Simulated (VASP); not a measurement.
Input of a VASP 6.6.1 run:

The input INCAR:

```
SYSTEM = LiH
PREC = Accurate ; ENCUT = 520
EDIFF = 1E-6 ; ISMEAR = -1
SIGMA = 0.02 ; LREAL = .FALSE.
LASPH = .TRUE. ; NELM = 80
ALGO = Normal ; ISIF = 2
LWAVE = .FALSE. ; LCHARG = .FALSE.
GGA = PE ; NBANDS = 9
```

Contents of KPOINTS:

```
regular mesh
0
G
  10 10 10
  0 0 0
```

POSCAR

```
LiH
1.0
    2.4945706788     -0.0070880330     -0.0070880330
   -0.0070880330      2.4945706788     -0.0070880330
   -0.0070880330     -0.0070880330      2.4945706788
Li H
1 1
Direct
    0.0000000000      0.0000000000      0.0000000000
    0.5000000000      0.5000000000      0.5000000000
```

Potentials or basis: VASP PAW PBE potentials, release 64 (Li_sv, H).

The run is started by

```console
$ cat potpaw_PBE.64/Li_sv/POTCAR potpaw_PBE.64/H/POTCAR > POTCAR
$ mpirun -np 1 vasp_std > vasp.out
```

Task: Estimate the band gap on the k mesh.

Result: 0.73 eV, indirect (least direct gap 4.16 eV).

Caveat: the cell differs from its parent crystal (strain along [111] -0.9%). A k mesh can miss the band edges.
